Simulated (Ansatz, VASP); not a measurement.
**TiN: VASP beside Ansatz**

```
Ti N
1.0
     0.00000    2.10776    2.10776
     2.10776    0.00000    2.10776
     2.10776    2.10776    0.00000
Ti N
1 1
Direct
  0.00000 0.00000 0.00000
  0.50000 0.50000 0.50000
```

Change from the starting cell: volume scaled by 0.98, crystal datasets.

Alike in both runs: task electric field gradients; functional PBEsol; k mesh 13 × 13 × 13; occupations fermi-dirac, width 0.05 eV; no spin polarisation.

|  | VASP | Ansatz |
| --- | --- | --- |
| version | VASP 6.6.1 | Ansatz 0.2.0 |
| potentials or method | VASP PAW PBE potentials, release 64 (Ti_sv, N), cutoff 520 eV | all-electron PAW with datasets made for the crystal, scalar-relativistic |

```tsv
	VASP	Ansatz	Ansatz less VASP
pressure (GPa)	-2.0	-2.5	-0.49
```

VASP's potentials were made for PBE, not for PBEsol. Ansatz ran all-electron here, and VASP with PAW potentials.
